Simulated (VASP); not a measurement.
# Al2Cu3 (R-3m) in VASP: a series of runs

The runs below take Al2Cu3 through single point, relaxation of cell and atoms, with PBE.

Program: VASP 6.6.1. These are calculated values, not measurements. Logs are shortened: lines on timing, memory, paths and dates and some standing lists are left out, and cuts for length are marked.

## (1) The cell of the first run

It takes space group R-3m (No. 166, trigonal). Conventional cell: a = 4.167 Å, b = 4.167 Å, c = 12.990 Å, α = 90.00°, β = 90.00°, γ = 120.00°. Within 3.4 Å of Al (site symmetry 3m) lie 10 Cu at 2.54 to 2.98 Å and 4 Al at 2.68 to 2.92 Å. Cu (site symmetry 3m) has 7 Cu at 2.55 to 2.97 Å and 7 Al at 2.57 to 2.98 Å within 3.4 Å. Cu (site symmetry -3m) has 6 Al at 2.54 Å and 8 Cu at 2.58 to 2.97 Å within 3.4 Å.

## (2) Single point, PBE

INCAR reads:

```
ALGO = Fast ; EDIFF = 1E-6
ENCUT = 520 ; GGA = PE
ISIF = 2 ; ISMEAR = 0
LASPH = True ; LCHARG = False
LREAL = False ; LWAVE = False
NBANDS = 28 ; NELM = 60
PREC = Accurate ; SIGMA = 0.1
```

KPOINTS reads:

```
k-points
0
Gamma
  6 6 6
```

POSCAR reads:

```
Al2Cu3
1.0
    2.0833333530      1.2028130705      4.3300622085
   -2.0833333530      1.2028130705      4.3300622085
    0.0000000000     -2.4056261459      4.3300622072
Al Cu
2 3
Direct
    0.8968760077      0.8968760077      0.8968760077
    0.1031239923      0.1031239923      0.1031239923
    0.3012621430      0.3012621430      0.3012621430
    0.6987378570      0.6987378570      0.6987378570
    0.5000000000      0.5000000000      0.5000000000
```

Potentials or basis: VASP PAW PBE potentials, release 64 (Al, Cu).

Command:

```console
$ cat potpaw_PBE.64/Al/POTCAR potpaw_PBE.64/Cu/POTCAR > POTCAR
$ mpirun -np 1 vasp_std > vasp.out
```

OUTCAR:

```text
EDIFF = 1E-6
   ENCUT = 520
   GGA = PE
   ISIF = 2
   ISMEAR = 0
   LASPH = True
   LREAL = False
   NELM = 60
   PREC = Accurate

 ion  position               nearest neighbor table
   1  0.897  0.897  0.897-   5 2.54   5 2.54   5 2.54   4 2.57   3 2.58   3 2.58   3 2.58   2 2.68
                             2 2.92   2 2.92   2 2.92   4 2.98   4 2.98   4 2.98
   2  0.103  0.103  0.103-   5 2.54   5 2.54   5 2.54   3 2.57   4 2.58   4 2.58   4 2.58   1 2.68
                             1 2.92   1 2.92   1 2.92   3 2.98   3 2.98   3 2.98
   3  0.301  0.301  0.301-   4 2.55   4 2.55   4 2.55   2 2.57   1 2.58   1 2.58   1 2.58   5 2.58
                             2 2.98   2 2.98   2 2.98
   4  0.699  0.699  0.699-   3 2.55   3 2.55   3 2.55   1 2.57   2 2.58   2 2.58   2 2.58   5 2.58
                             1 2.98   1 2.98   1 2.98
   5  0.500  0.500  0.500-   2 2.54   1 2.54   2 2.54   2 2.54   1 2.54   1 2.54   4 2.58   3 2.58

  LATTYP: Found a trigonal (rhomboedric) cell.
 ALAT       =     4.9534307174
 COS(alpha) =     0.6462183174

  Lattice vectors:

 A1 = (   2.0833333530,   1.2028130705,   4.3300622085)
 A2 = (  -2.0833333530,   1.2028130705,   4.3300622085)
 A3 = (   0.0000000000,  -2.4056261459,   4.3300622072)

Analysis of symmetry for initial positions (statically):
=====================================================================
 Subroutine PRICEL returns:
 Original cell was already a primitive cell.

 Routine SETGRP: Setting up the symmetry group for a
 trigonal (rhombohedral) supercell.

 Subroutine GETGRP returns: Found 12 space group operations
 (whereof 12 operations were pure point group operations)
 out of a pool of 12 trial point group operations.

The static configuration has the point symmetry D_3d.

Analysis of symmetry for dynamics (positions and initial velocities):
=====================================================================
 Subroutine PRICEL returns:
 Original cell was already a primitive cell.

 Routine SETGRP: Setting up the symmetry group for a
 trigonal (rhombohedral) supercell.

 Subroutine GETGRP returns: Found 12 space group operations
 (whereof 12 operations were pure point group operations)
 out of a pool of 12 trial point group operations.

The dynamic configuration has the point symmetry D_3d.

 Subroutine INISYM returns: Found 12 space group operations
 (whereof 12 operations are pure point group operations),
 and found     1 'primitive' translations

----------------------------------------------------------------------------------------

                                     Primitive cell

  volume of cell :      65.1032

  direct lattice vectors                    reciprocal lattice vectors
     2.083333353  1.202813070  4.330062209     0.239999998  0.138564063  0.076981188
    -2.083333353  1.202813070  4.330062209    -0.239999998  0.138564063  0.076981188
     0.000000000 -2.405626146  4.330062207     0.000000000 -0.277128127  0.076981188

  length of vectors
     4.953430717  4.953430717  4.953430717     0.287621456  0.287621456  0.287621456

  position of ions in fractional coordinates (direct lattice)
     0.896876008  0.896876008  0.896876008
     0.103123992  0.103123992  0.103123992
     0.301262143  0.301262143  0.301262143
     0.698737857  0.698737857  0.698737857
     0.500000000  0.500000000  0.500000000

  ion indices of the primitive-cell ions
   primitive index   ion index
                 1           1
                 2           2
                 3           3
                 4           4
                 5           5

----------------------------------------------------------------------------------------

 KPOINTS: k-points

Automatic generation of k-mesh.
 Grid dimensions read from file:
 generate k-points for:    6    6    6

 Generating k-lattice:

  Cartesian coordinates                     Fractional coordinates (reciprocal lattice)
     0.040000000  0.023094011  0.012830198     0.166666667  0.000000000  0.000000000
    -0.040000000  0.023094011  0.012830198     0.000000000  0.166666667  0.000000000
     0.000000000 -0.046188021  0.012830198     0.000000000  0.000000000  0.166666667

  Length of vectors
     0.047936909  0.047936909  0.047936909

  Shift w.r.t. Gamma in fractional coordinates (k-lattice)
     0.000000000  0.000000000  0.000000000

 Subroutine IBZKPT returns following result:
 ===========================================

 Found     32 irreducible k-points:

 Following reciprocal coordinates:
            Coordinates               Weight
  0.000000  0.000000  0.000000      1.000000
  0.166667 -0.000000  0.000000      6.000000
  0.333333 -0.000000 -0.000000      6.000000
  0.500000  0.000000  0.000000      3.000000
  0.166667  0.166667  0.000000      6.000000
  0.333333  0.166667  0.000000     12.000000
[... 16 lines left out ...]
  0.500000  0.500000  0.166667      6.000000
 -0.333333  0.500000  0.166667     12.000000
 [... further k-points ...]
   k-points           NKPTS =     32   k-points in BZ     NKDIM =     32   number of bands    NBANDS=     28
   number of dos      NEDOS =    301   number of ions     NIONS =      5
   total plane-waves  NPLWV =  64000
   dimension x,y,z NGX =    40 NGY =   40 NGZ =   40
   dimension x,y,z NGXF=    80 NGYF=   80 NGZF=   80
   ions per type =               2   3
   NGX,Y,Z   is equivalent  to a cutoff of  13.42, 13.42, 13.42 a.u.
   NGXF,Y,Z  is equivalent  to a cutoff of  26.85, 26.85, 26.85 a.u.
 SYSTEM =  unknown system
   PREC   = accura    normal or accurate (medium, high low for compatibility)
   ISTART =      0    job   : 0-new  1-cont  2-samecut
   ICHARG =      2    charge: 1-file 2-atom 10-const
   ISPIN  =      1    spin polarized calculation?
   LNONCOLLINEAR =      F non collinear calculations
   LSORBIT =      F    spin-orbit coupling
   LASPH  =      T    aspherical Exc in radial PAW
   ENCUT  =  520.0 eV  38.22 Ry    6.18 a.u.   9.21  9.21  9.21*2*pi/ulx,y,z
   NELM   =     60;   NELMIN=  2; NELMDL= -5     # of ELM steps
   EDIFF  = 0.1E-05   stopping-criterion for ELM
   LREAL  =      F    real-space projection
   EDIFFG = 0.1E-04   stopping-criterion for IOM
   NSW    =      0    number of steps for IOM
   IBRION =     -1    ionic relax: 0-MD 1-quasi-New 2-CG
   NFREE  =      0    steps in history (QN), initial steepest desc. (CG)
   ISIF   =      2    stress and relaxation
   ISYM   =      2    0-nonsym 1-usesym 2-fastsym
   POTIM  = 0.5000    time-step for ionic-motion
   TEBEG  =    0.0;   TEEND  =   0.0 temperature during run
   PSTRESS=    0.0 pullay stress
   NELECT =      39.0000    total number of electrons
   NUPDOWN=      -1.0000    fix difference up-down
   EMIN   =  10.00;   EMAX   =-10.00  energy-range for DOS
   EFERMI =   0.00;   METHOD = LEGACY
   ISMEAR =     0;   SIGMA  =   0.10  broadening in eV -4-tet -1-fermi 0-gaus
   EFERMI_NEDOS =   21; number of points for ismear=-14 and -15
   IALGO  =     68    algorithm
   IMIX   =      4    mixing-type and parameters
     AMIX     =   0.40;   BMIX     =  1.00
     AMIX_MAG =   1.60;   BMIX_MAG =  1.00
  volume/ion in A,a.u.               =      13.02        87.87
  Fermi-wavevector in a.u.,A,eV,Ry     =   1.380052  2.607921 25.912906  1.904545
  Thomas-Fermi vector in A             =   2.504965
   LORBIT       =      0    0 simple, 1 ext, 2 COOP (PROOUT), +10 PAW based schemes
   GGA     = PE    functional components
   LHFCALC =     F    Hartree Fock is set to
   AEXX    =    0.0000 exact exchange contribution
   IVDW    =     0    specifies the selected vdW correction
   LEPSILON=     F    determine dielectric tensor
   LRPA    =     F    only Hartree local field effects (RPA)
 non-spin polarized calculation
 RMM-DIIS sequential band-by-band and
 Gauss-broadening in eV      SIGMA  =   0.10
  energy-cutoff  :      520.00
  volume of cell :       65.10
 maximum number of plane-waves:      1768
 NGX is ok and might be reduce to    40
   NGX = 19   NGY = 19   NGZ = 19

 number of electron      38.9999992 magnetization

 Free energy of the ion-electron system (eV)
  ---------------------------------------------------
  ext. energy  EPLUGINS =         0.00000000
  ---------------------------------------------------
  free energy    TOTEN  =       -19.53630111 eV

  energy without entropy =      -19.53100103  energy(sigma->0) =      -19.53365107

 E-fermi :   8.8271     XC(G=0): -11.7608

 val. band max:        8.8088862964   @ k =   0.5000   0.3333   0.3333
 cond. band min:       8.8459300395   @ k =  -0.3333   0.3333   0.1667
 fundamental gap:      0.0370437431
 Fermi energy:         8.8271347765

 k-point     1 :       0.0000    0.0000    0.0000
  band No.  band energies     occupation
      1      -2.3133      2.00000
      2       3.4123      2.00000
      3       3.8778      2.00000
      4       3.8778      2.00000
      5       4.2491      2.00000
      6       4.2491      2.00000
[... 20 lines left out ...]
     27      14.2293      0.00000
     28      14.2315      0.00000

 k-point     2 :       0.1667   -0.0000    0.0000
  band No.  band energies     occupation
      1      -1.9655      2.00000
      2       3.3549      2.00000
      3       3.7216      2.00000
      4       3.9388      2.00000
      5       4.0696      2.00000
      6       4.3055      2.00000
[... 20 lines left out ...]
     27      14.5921      0.00000
     28      16.2815      0.00000

 k-point     3 :       0.3333   -0.0000   -0.0000
  band No.  band energies     occupation
      1      -0.9482      2.00000
      2       2.4931      2.00000
      3       3.4002      2.00000
      4       3.9982      2.00000
      5       4.1086      2.00000
      6       4.3362      2.00000
[... 20 lines left out ...]
     27      15.6818      0.00000
     28      19.0795      0.00000

 k-point     4 :       0.5000    0.0000    0.0000
  band No.  band energies     occupation
      1       0.4329      2.00000
      2       0.9086      2.00000
      3       3.2346      2.00000
      4       4.1206      2.00000
      5       4.2639      2.00000
      6       4.3580      2.00000
[... 20 lines left out ...]
     27      18.1373      0.00000
     28      18.9490      0.00000

 k-point     5 :       0.1667    0.1667    0.0000
  band No.  band energies     occupation
      1      -1.8924      2.00000
      2       3.1545      2.00000
      3       3.6517      2.00000
      4       3.9170      2.00000
      5       4.0069      2.00000
      6       4.3363      2.00000
[... 20 lines left out ...]
     27      14.2898      0.00000
     28      15.0280      0.00000

 k-point     6 :       0.3333    0.1667    0.0000
  band No.  band energies     occupation
      1      -1.1404      2.00000
      2       2.8604      2.00000
      3       3.3858      2.00000
      4       3.7534      2.00000
      5       4.0785      2.00000
      6       4.3162      2.00000
[... 463 lines left out ...]
      5       4.0798      2.00000
      6       4.3841      2.00000
[... 20 lines left out ...]
     27      16.9312      0.00000
     28      18.3018      0.00000

 k-point    22 :      -0.1667    0.3333    0.1667
  band No.  band energies     occupation
      1      -0.0551      2.00000
      2       2.5498      2.00000
      3       2.8184      2.00000
      4       3.6021      2.00000
      5       3.9124      2.00000
      6       4.4414      2.00000
[... 20 lines left out ...]
     27      16.8015      0.00000
     28      17.6499      0.00000

 k-point    23 :       0.5000    0.5000    0.1667
  band No.  band energies     occupation
      1       0.0558      2.00000
      2       1.6244      2.00000
      3       2.6748      2.00000
      4       3.7372      2.00000
      5       4.1242      2.00000
      6       4.1278      2.00000
[... 20 lines left out ...]
     27      15.9261      0.00000
     28      16.8041      0.00000

 k-point    24 :      -0.3333    0.5000    0.1667
  band No.  band energies     occupation
      1       1.1423      2.00000
      2       1.5484      2.00000
      3       2.3567      2.00000
      4       3.1820      2.00000
      5       4.0182      2.00000
      6       4.3965      2.00000
[... 20 lines left out ...]
     27      17.0506      0.00000
     28      18.2251      0.00000

 [... further k-points ...]

------------------------ aborting loop because EDIFF is reached ----------------------------------------

  FORCE on cell =-STRESS in cart. coord.  units (eV):
  Direction    XX          YY          ZZ          XY          YZ          ZX
  --------------------------------------------------------------------------------------
  -------------------------------------------------------------------------------------
  Total        0.0726053      0.0726053      0.0620922      0.0000000      0.0000000     -0.0000000
  in kB        1.7868030      1.7868030      1.5280773      0.0000000      0.0000000     -0.0000000
  external PRESSURE =       1.7005611 kB  Pullay stress =       0.0000000 kB

 VOLUME and BASIS-vectors are now :
 -----------------------------------------------------------------------------
  energy-cutoff  :      520.00
  volume of cell :       65.10
      direct lattice vectors                 reciprocal lattice vectors
     2.083333353  1.202813070  4.330062209     0.239999998  0.138564063  0.076981188
    -2.083333353  1.202813070  4.330062209    -0.239999998  0.138564063  0.076981188
     0.000000000 -2.405626146  4.330062207     0.000000000 -0.277128127  0.076981188

 POSITION                                       TOTAL-FORCE (eV/Angst)
 -----------------------------------------------------------------------------------
      0.00000     -0.00000     11.65059         0.000000     -0.000000      0.020531
      0.00000     -0.00000      1.33960         0.000000      0.000000     -0.020531
      0.00000     -0.00000      3.91345         0.000000     -0.000000      0.004941
      0.00000     -0.00000      9.07674         0.000000      0.000000     -0.004941
      0.00000     -0.00000      6.49509         0.000000     -0.000000      0.000000
 -----------------------------------------------------------------------------------
    total drift:                                0.000000     -0.000000      0.000000

  FREE ENERGIE OF THE ION-ELECTRON SYSTEM (eV)
  ---------------------------------------------------
  free  energy   TOTEN  =       -19.5363011052 eV

  energy  without entropy=      -19.5310010259  energy(sigma->0) =      -19.53365107
```

Wall time 3.9 min (1 thread of Intel Xeon Platinum 8375C at 2.90GHz (Ice Lake), shared host); peak memory 0.25 GiB.

Results:

```
Free energy            : -19.5363 eV
Pressure               : 0.2 GPa
Largest force          : 0.021 eV/Å
Band gap on the k mesh : zero (an odd number of electrons rules out a gap without spin polarisation)
```

Forces in eV/Å, atoms in the order of the input:
```
Al   0.000  0.000  0.021
Al   0.000  0.000 -0.021
Cu   0.000  0.000  0.005
Cu   0.000  0.000 -0.005
Cu   0.000  0.000  0.000
```

Levels at points of the mesh, in eV from the Fermi level:
```csv
k point,band 15,band 16,band 17,band 18,band 19,band 20,band 21,band 22,band 23,band 24
"(0.00, 0.00, 0.00)",-3.05,-3.05,-2.32,-0.74,1.63,1.63,1.82,1.82,2.93,2.98
"(0.50, 0.00, 0.00)",-3.28,-3.12,-3.11,-2.96,-0.08,0.14,0.29,1.01,1.93,3.51
"(0.50, 0.50, 0.00)",-3.15,-3.03,-3.02,-3.01,-2.58,-2.10,0.46,5.07,5.68,5.69
"(0.50, 0.50, 0.50)",-3.14,-3.14,-2.99,0.87,0.87,1.61,1.66,1.66,4.22,4.68
```

[end of part 1 of 3]

The gap in the log of VASP goes by the Fermi energy; the results here count the filled bands.